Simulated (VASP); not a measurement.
## TiO2: relaxation of cell and atoms with PBE

TiO2:

```
CELL_PARAMETERS angstrom
4.54535 0.00000 0.00000
0.00000 5.51962 0.00000
0.00000 0.00000 4.90920
ATOMIC_POSITIONS crystal
Ti 0.50000 0.67299 0.75000
Ti 0.00000 0.82701 0.25000
Ti 0.50000 0.32701 0.25000
Ti 0.00000 0.17299 0.75000
O 0.72855 0.61828 0.08135
O 0.22855 0.88172 0.91865
O 0.77145 0.88172 0.58135
O 0.27145 0.61828 0.41865
O 0.72855 0.38172 0.58135
O 0.22855 0.11828 0.41865
O 0.77145 0.11828 0.08135
O 0.27145 0.38172 0.91865
```

```json
{"Program": "VASP 6.6.1", "Task": "relaxation of cell and atoms", "Functional": "PBE", "Potentials or basis": "VASP PAW PBE potentials, release 64 (Ti_sv, O)", "Cutoff": "600 eV", "k mesh": "4 × 4 × 4", "Occupations": "gaussian, width 0.1 eV", "Spin": "no spin polarisation", "Dipole correction": "no", "Further INCAR settings": "ALGO = Normal; EDIFF = 1e-07; IBRION = 2; EDIFFG = -0.04; NSW = 90; ISIF = 3"}
```

```
Relaxed volume                        : 10.48 Å³/atom
Relaxed cell                          : a = 4.577 Å, b = 5.574 Å, c = 4.932 Å, α = 90.00°, β = 90.00°, γ = 90.00°
Space group after relaxing (to 0.1 Å) : Pbcn (No. 60)
Energy gained by relaxing             : 3.3 meV/atom
Ionic steps                           : 5
Pressure after relaxing               : 0.1 GPa
Largest force after relaxing          : 0.031 eV/Å
Band gap on the k mesh                : 2.57 eV (least direct gap 2.62 eV)
```

Forces on the atoms (eV/Å):
```
Ti   0.000  0.018  0.000
Ti   0.000 -0.018  0.000
Ti   0.000 -0.018  0.000
Ti   0.000  0.018  0.000
O   -0.026 -0.017 -0.004
O   -0.026  0.017  0.004
O    0.026  0.017 -0.004
O    0.026 -0.017  0.004
O   -0.026  0.017 -0.004
O   -0.026 -0.017  0.004
O    0.026 -0.017 -0.004
O    0.026  0.017  0.004
```

The path:
| step | energy change (eV) | largest force (eV/Å) | pressure (GPa) | volume (Å³) |
| --- | --- | --- | --- | --- |
| 1 | 0.0000 | 0.0894 | 4.54 | 123.16 |
| 2 | 0.0087 | 0.1463 | -4.87 | 128.42 |
| 3 | -0.0344 | 0.1079 | -0.10 | 125.60 |
| 4 | -0.0381 | 0.0731 | -0.04 | 125.69 |
| 5 | -0.0400 | 0.0307 | 0.07 | 125.81 |

Final structure:
```xyz
12
Lattice="4.5765 0.0000 0.0000 0.0000 5.5736 0.0000 0.0000 0.0000 4.9324" Properties=species:S:1:pos:R:3 pbc="T T T"
Ti    2.2883    3.7649    3.6993
Ti    0.0000    4.5955    1.2331
Ti    2.2883    1.8087    1.2331
Ti    0.0000    0.9781    3.6993
O     3.3369    3.4544    0.4007
O     1.0486    4.9061    4.5317
O     3.5279    4.9061    2.8669
O     1.2397    3.4544    2.0655
O     3.3369    2.1192    2.8669
O     1.0486    0.6676    2.0655
O     3.5279    0.6676    0.4007
O     1.2397    2.1192    4.5317
```

Levels at points of the mesh, in eV from the valence-band top:
| k point | band 44 | band 45 | band 46 | band 47 | band 48 | band 49 | band 50 | band 51 | band 52 | band 53 |
| --- | --- | --- | --- | --- | --- | --- | --- | --- | --- | --- |
| (0.00, 0.00, 0.00) | -0.59 | -0.51 | -0.42 | -0.01 | 0.00 | 2.62 | 2.63 | 2.76 | 2.79 | 2.86 |
| (0.50, 0.00, 0.00) | -1.21 | -0.51 | -0.51 | -0.24 | -0.24 | 3.05 | 3.05 | 3.19 | 3.19 | 3.51 |
| (0.00, 0.50, 0.00) | -1.24 | -1.19 | -1.19 | -0.12 | -0.12 | 2.72 | 2.72 | 3.15 | 3.15 | 3.25 |
| (0.50, 0.50, 0.00) | -1.06 | -0.51 | -0.51 | -0.34 | -0.34 | 2.93 | 2.93 | 2.95 | 2.95 | 3.16 |
| (0.00, 0.00, 0.50) | -1.05 | -0.40 | -0.40 | -0.29 | -0.29 | 2.57 | 2.57 | 2.99 | 2.99 | 3.54 |
| (0.50, 0.00, 0.50) | -1.23 | -0.50 | -0.50 | -0.50 | -0.50 | 2.94 | 2.94 | 2.94 | 2.94 | 3.48 |
| (0.00, 0.50, 0.50) | -1.63 | -0.42 | -0.42 | -0.42 | -0.42 | 2.85 | 2.85 | 2.85 | 2.85 | 3.63 |
| (0.50, 0.50, 0.50) | -1.25 | -0.78 | -0.78 | -0.78 | -0.78 | 2.97 | 2.97 | 2.97 | 2.97 | 3.41 |

It took 16 min on 1 thread of Intel Xeon 8259CL, with other jobs on the host, peak memory 0.37 GiB.

A k mesh can miss the band edges.
